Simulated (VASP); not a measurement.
# W (Im-3m) in VASP: further runs

W is run at these levels: PBE; tasks: single point.

Program: VASP 6.6.1. These are calculated values, not measurements. Logs are shortened: lines on timing, memory, paths and dates and some standing lists are left out, and cuts for length are marked.

## Step 1: The cell of the first run

Symmetry: Im-3m, No. 229, cubic system. The conventional cell has a = 3.124 Å, b = 3.124 Å, c = 3.124 Å, α = 90.00°, β = 90.00°, γ = 90.00°. Within 3.6 Å of W (site symmetry m-3m) lie 14 W at 2.71 to 3.12 Å.

## Step 2: Single point, PBE

File INCAR:

```
PREC     = Accurate       # precision mode
ENCUT    = 520            # plane-wave cutoff, eV
EDIFF    = 1E-6           # SCF threshold, eV
ISMEAR   = -1             # smearing method
SIGMA    = 0.05           # smearing width, eV
LREAL    = F              # projectors in reciprocal space
LASPH    = T              # aspherical terms in the spheres
NELM     = 100            # most SCF steps
ALGO     = Normal         # electronic algorithm
ISIF     = 2              # what is computed and relaxed
LWAVE    = F              # write WAVECAR
LCHARG   = F              # write CHGCAR
GGA      = PE             # functional
NBANDS   = 13             # bands
```

File KPOINTS:

```
Automatic mesh
0
Gamma
  10 10 10
```

File POSCAR:

```
W
1.0
    1.5617923586      1.5617923586      1.5617923586
   -1.5617923586      1.5617923586      1.5617923586
   -1.5617923586     -1.5617923586      1.5617923586
W
1
Direct
    0.0000000000      0.0000000000      0.0000000000
```

Potentials or basis: VASP PAW PBE potentials, release 64 (W_sv).

The run is started by

```sh
cat potpaw_PBE.64/W_sv/POTCAR > POTCAR
mpirun -np 1 vasp_std > vasp.out
```

OUTCAR:

```text
PREC = Accurate
   ENCUT = 520
   EDIFF = 1E-6
   ISMEAR = -1
   LREAL = F
   LASPH = T
   NELM = 100
   ISIF = 2
   GGA = PE

 ion  position               nearest neighbor table
   1  0.000  0.000  0.000-

  LATTYP: Found a body centered cubic cell.
 ALAT       =     3.1235847172

  Lattice vectors:

 A1 = (   1.5617923586,  -1.5617923586,  -1.5617923586)
 A2 = (   1.5617923586,   1.5617923586,   1.5617923586)
 A3 = (  -1.5617923586,  -1.5617923586,   1.5617923586)

Analysis of symmetry for initial positions (statically):
=====================================================================
 Subroutine PRICEL returns:
 Original cell was already a primitive cell.

 Routine SETGRP: Setting up the symmetry group for a
 body centered cubic supercell.

 Subroutine GETGRP returns: Found 48 space group operations
 (whereof 48 operations were pure point group operations)
 out of a pool of 48 trial point group operations.

The static configuration has the point symmetry O_h .

Analysis of symmetry for dynamics (positions and initial velocities):
=====================================================================
 Subroutine PRICEL returns:
 Original cell was already a primitive cell.

 Routine SETGRP: Setting up the symmetry group for a
 body centered cubic supercell.

 Subroutine GETGRP returns: Found 48 space group operations
 (whereof 48 operations were pure point group operations)
 out of a pool of 48 trial point group operations.

The dynamic configuration has the point symmetry O_h .

 Subroutine INISYM returns: Found 48 space group operations
 (whereof 48 operations are pure point group operations),
 and found     1 'primitive' translations

----------------------------------------------------------------------------------------

                                     Primitive cell

  volume of cell :      15.2381

  direct lattice vectors                    reciprocal lattice vectors
     1.561792359  1.561792359  1.561792359     0.320144991  0.000000000  0.320144991
    -1.561792359  1.561792359  1.561792359    -0.320144991  0.320144991  0.000000000
    -1.561792359 -1.561792359  1.561792359     0.000000000 -0.320144991  0.320144991

  length of vectors
     2.705103716  2.705103716  2.705103716     0.452753388  0.452753388  0.452753388

  position of ions in fractional coordinates (direct lattice)
     0.000000000  0.000000000  0.000000000

  ion indices of the primitive-cell ions
   primitive index   ion index
                 1           1

----------------------------------------------------------------------------------------

 KPOINTS: Automatic mesh

Automatic generation of k-mesh.
 Grid dimensions read from file:
 generate k-points for:   10   10   10

 Generating k-lattice:

  Cartesian coordinates                     Fractional coordinates (reciprocal lattice)
     0.032014499  0.000000000  0.032014499     0.100000000  0.000000000  0.000000000
    -0.032014499  0.032014499  0.000000000     0.000000000  0.100000000  0.000000000
     0.000000000 -0.032014499  0.032014499     0.000000000  0.000000000  0.100000000

  Length of vectors
     0.045275339  0.045275339  0.045275339

  Shift w.r.t. Gamma in fractional coordinates (k-lattice)
     0.000000000  0.000000000  0.000000000

 Subroutine IBZKPT returns following result:
 ===========================================

 Found     47 irreducible k-points:

 Following reciprocal coordinates:
            Coordinates               Weight
  0.000000  0.000000  0.000000      1.000000
  0.100000  0.000000  0.000000     12.000000
  0.200000  0.000000  0.000000     12.000000
  0.300000  0.000000  0.000000     12.000000
  0.400000  0.000000  0.000000     12.000000
  0.500000  0.000000  0.000000      6.000000
[... 16 lines left out ...]
  0.100000  0.300000  0.100000      8.000000
  0.500000  0.300000  0.100000     24.000000
 [... further k-points ...]
   k-points           NKPTS =     47   k-points in BZ     NKDIM =     47   number of bands    NBANDS=     13
   number of dos      NEDOS =    301   number of ions     NIONS =      1
   total plane-waves  NPLWV =   8000
   dimension x,y,z NGX =    20 NGY =   20 NGZ =   20
   dimension x,y,z NGXF=    40 NGYF=   40 NGZF=   40
   ions per type =               1
   NGX,Y,Z   is equivalent  to a cutoff of  12.29, 12.29, 12.29 a.u.
   NGXF,Y,Z  is equivalent  to a cutoff of  24.58, 24.58, 24.58 a.u.
 SYSTEM =  unknown system
   PREC   = accura    normal or accurate (medium, high low for compatibility)
   ISTART =      0    job   : 0-new  1-cont  2-samecut
   ICHARG =      2    charge: 1-file 2-atom 10-const
   ISPIN  =      1    spin polarized calculation?
   LNONCOLLINEAR =      F non collinear calculations
   LSORBIT =      F    spin-orbit coupling
   LASPH  =      T    aspherical Exc in radial PAW
   ENCUT  =  520.0 eV  38.22 Ry    6.18 a.u.   5.03  5.03  5.03*2*pi/ulx,y,z
   NELM   =    100;   NELMIN=  2; NELMDL= -5     # of ELM steps
   EDIFF  = 0.1E-05   stopping-criterion for ELM
   LREAL  =      F    real-space projection
   EDIFFG = 0.1E-04   stopping-criterion for IOM
   NSW    =      0    number of steps for IOM
   IBRION =     -1    ionic relax: 0-MD 1-quasi-New 2-CG
   NFREE  =      0    steps in history (QN), initial steepest desc. (CG)
   ISIF   =      2    stress and relaxation
   ISYM   =      2    0-nonsym 1-usesym 2-fastsym
   POTIM  = 0.5000    time-step for ionic-motion
   TEBEG  =    0.0;   TEEND  =   0.0 temperature during run
   PSTRESS=    0.0 pullay stress
   NELECT =      14.0000    total number of electrons
   NUPDOWN=      -1.0000    fix difference up-down
   EMIN   =  10.00;   EMAX   =-10.00  energy-range for DOS
   EFERMI =   0.00;   METHOD = LEGACY
   ISMEAR =    -1;   SIGMA  =   0.05  broadening in eV -4-tet -1-fermi 0-gaus
   EFERMI_NEDOS =   21; number of points for ismear=-14 and -15
   IALGO  =     38    algorithm
   IMIX   =      4    mixing-type and parameters
     AMIX     =   0.40;   BMIX     =  1.00
     AMIX_MAG =   1.60;   BMIX_MAG =  1.00
  volume/ion in A,a.u.               =      15.24       102.83
  Fermi-wavevector in a.u.,A,eV,Ry     =   1.591503  3.007505 34.461963  2.532883
  Thomas-Fermi vector in A             =   2.690033
   LORBIT       =      0    0 simple, 1 ext, 2 COOP (PROOUT), +10 PAW based schemes
   GGA     = PE    functional components
   LHFCALC =     F    Hartree Fock is set to
   AEXX    =    0.0000 exact exchange contribution
   IVDW    =     0    specifies the selected vdW correction
   LEPSILON=     F    determine dielectric tensor
   LRPA    =     F    only Hartree local field effects (RPA)
 non-spin polarized calculation
  energy-cutoff  :      520.00
  volume of cell :       15.24
 maximum number of plane-waves:       420
   NGX =  9   NGY =  9   NGZ =  9

 number of electron      14.0000003 magnetization

 Free energy of the ion-electron system (eV)
  ---------------------------------------------------
  ext. energy  EPLUGINS =         0.00000000
  ---------------------------------------------------
  free energy    TOTEN  =       -12.89277194 eV

  energy without entropy =      -12.88882156  energy(sigma->0) =      -12.89079675

 E-fermi :  12.1593     XC(G=0): -13.8693

 val. band max:       12.0670467035   @ k =   0.5000   0.2000   0.2000
 cond. band min:      12.2510124183   @ k =   0.2000   0.1000   0.1000
 fundamental gap:      0.1839657148
 Fermi energy:        12.1592862426

 k-point     1 :       0.0000    0.0000    0.0000
  band No.  band energies     occupation
      1     -62.1304      2.00000
      2     -25.6274      2.00000
      3     -25.6274      2.00000
      4     -25.6274      2.00000
      5       2.1712      2.00000
      6      10.7152      2.00000
      7      10.7152      2.00000
      8      10.7152      2.00000
      9      14.3722      0.00000
     10      14.3722      0.00000
     11      26.6314      0.00000
     12      26.6314      0.00000
     13      26.6314      0.00000

 k-point     2 :       0.1000    0.0000    0.0000
  band No.  band energies     occupation
      1     -62.1154      2.00000
      2     -25.7792      2.00000
      3     -25.6743      2.00000
      4     -25.6283      2.00000
      5       2.6702      2.00000
      6      10.4138      2.00000
      7      10.6269      2.00000
      8      11.2054      2.00000
      9      13.9400      0.00000
     10      14.3772      0.00000
     11      27.0420      0.00000
     12      27.4799      0.00000
     13      27.8273      0.00000

 k-point     3 :       0.2000    0.0000    0.0000
  band No.  band energies     occupation
      1     -62.0757      2.00000
      2     -26.1631      2.00000
      3     -25.7954      2.00000
      4     -25.6308      2.00000
      5       3.9515      2.00000
      6       9.7109      2.00000
      7      10.2328      2.00000
      8      12.6223      0.00019
      9      13.6001      0.00000
     10      14.4619      0.00000
     11      27.4607      0.00000
     12      29.5583      0.00000
     13      29.8065      0.00000

 k-point     4 :       0.3000    0.0000    0.0000
  band No.  band energies     occupation
      1     -62.0262      2.00000
      2     -26.6141      2.00000
      3     -25.9415      2.00000
      4     -25.6339      2.00000
      5       5.2108      2.00000
      6       8.9675      2.00000
      7      10.2200      2.00000
      8      13.9515      0.00000
      9      14.7255      0.00000
     10      14.7822      0.00000
     11      26.1399      0.00000
     12      27.8246      0.00000
     13      33.1791      0.00000

 k-point     5 :       0.4000    0.0000    0.0000
  band No.  band energies     occupation
      1     -61.9861      2.00000
      2     -26.9621      2.00000
      3     -26.0571      2.00000
      4     -25.6365      2.00000
      5       5.5309      2.00000
      6       8.4386      2.00000
      7      11.6123      1.99996
      8      14.3676      0.00000
      9      15.1112      0.00000
     10      17.2112      0.00000
     11      24.3620      0.00000
     12      25.0399      0.00000
     13      31.3177      0.00000
[... 257 lines left out ...]
 k-point    22 :       0.5000    0.2000    0.1000
  band No.  band energies     occupation
      1     -61.9504      2.00000
      2     -26.9444      2.00000
      3     -26.2673      2.00000
      4     -25.8342      2.00000
      5       6.6053      2.00000
      6       9.0878      2.00000
      7      10.0298      2.00000
      8      13.0285      0.00000
      9      16.4288      0.00000
     10      19.2456      0.00000
     11      23.3372      0.00000
     12      26.9929      0.00000
     13      28.9561      0.00000

 k-point    23 :       0.1000    0.3000    0.1000
  band No.  band energies     occupation
      1     -62.0547      2.00000
      2     -26.3743      2.00000
      3     -25.7413      2.00000
      4     -25.7413      2.00000
      5       4.7561      2.00000
      6       9.3811      2.00000
      7       9.3811      2.00000
      8      14.1888      0.00000
      9      14.1888      0.00000
     10      14.1913      0.00000
     11      28.4482      0.00000
     12      29.1605      0.00000
     13      29.1605      0.00000

 k-point    24 :       0.5000    0.3000    0.1000
  band No.  band energies     occupation
      1     -61.9470      2.00000
      2     -26.8272      2.00000
      3     -26.3963      2.00000
      4     -25.8642      2.00000
      5       7.4724      2.00000
      6       8.3205      2.00000
      7       9.8393      2.00000
      8      13.5071      0.00000
      9      15.3112      0.00000
     10      19.7827      0.00000
     11      23.3959      0.00000
     12      27.4430      0.00000
     13      30.1416      0.00000

 [... further k-points ...]

------------------------ aborting loop because EDIFF is reached ----------------------------------------

  FORCE on cell =-STRESS in cart. coord.  units (eV):
  Direction    XX          YY          ZZ          XY          YZ          ZX
  --------------------------------------------------------------------------------------
  -------------------------------------------------------------------------------------
  Total        1.9725309      1.9725309      1.9725309      0.0000000     -0.0000000      0.0000000
  in kB      207.3979764    207.3979764    207.3979764      0.0000000     -0.0000000      0.0000000
  external PRESSURE =     207.3979764 kB  Pullay stress =       0.0000000 kB

 VOLUME and BASIS-vectors are now :
 -----------------------------------------------------------------------------
  energy-cutoff  :      520.00
  volume of cell :       15.24
      direct lattice vectors                 reciprocal lattice vectors
     1.561792359  1.561792359  1.561792359     0.320144991  0.000000000  0.320144991
    -1.561792359  1.561792359  1.561792359    -0.320144991  0.320144991  0.000000000
    -1.561792359 -1.561792359  1.561792359     0.000000000 -0.320144991  0.320144991

 POSITION                                       TOTAL-FORCE (eV/Angst)
 -----------------------------------------------------------------------------------
      0.00000      0.00000      0.00000        -0.000000     -0.000000      0.000000
 -----------------------------------------------------------------------------------
    total drift:                               -0.000000      0.000000      0.000000

  FREE ENERGIE OF THE ION-ELECTRON SYSTEM (eV)
  ---------------------------------------------------
  free  energy   TOTEN  =       -12.8927719390 eV

  energy  without entropy=      -12.8888215550  energy(sigma->0) =      -12.89079675
```

It took 8.8 s on 1 thread of Intel Xeon 8259CL, shared host; peak memory 0.13 GiB.

What came out:

| Quantity | Value |
| --- | --- |
| Free energy | -12.8928 eV |
| Pressure | 20.7 GPa |
| Band gap on the k mesh | zero (band 7 reaches 17.47 eV, above the bottom of band 8 at 10.72 eV) |

Caveat: spin-orbit coupling is left out, which moves the levels of the heavy elements.

(Continued in part 2 of 2.)
